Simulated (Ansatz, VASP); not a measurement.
One calculation of Ti, two programs

```xyz
2
Lattice="2.9385 0.0000 0.0000 -1.4692 2.5448 0.0000 0.0465 0.0000 4.6506" Properties=species:S:1:pos:R:3 pbc="T T T"
Ti    0.0116    1.6965    1.1627
Ti    1.5041    0.8483    3.4880
```

Change from the starting cell: shear of c along a, cell held, atoms relaxed: +1.0 %.

Alike in both runs: functional PBE; k mesh 24 × 24 × 12; occupations gaussian, width 0.1 eV; no spin polarisation.

Ansatz relaxed the structure, and its values are those at the end. VASP's run is a single point on that final structure, the one shown.

|  | VASP | Ansatz |
| --- | --- | --- |
| version | VASP 6.6.1 | Ansatz 0.2.0 |
| potentials or method | VASP PAW PBE potentials, release 64 (Ti_sv), cutoff 520 eV | scalar-relativistic, plane waves, PAW |
| valence electrons in the cell | 24 | 24 |

VASP gave:

* gap on the k mesh at the Fermi level (eV): none
* pressure (GPa): -0.6

Problem. What did Ansatz give for the same quantities?

Solution. gap on the k mesh at the Fermi level (eV): none; pressure (GPa): 0.0.

A gap of «none» marks a metal or a gap that the smearing closes. Ansatz's warnings: stress scf threshold loose.
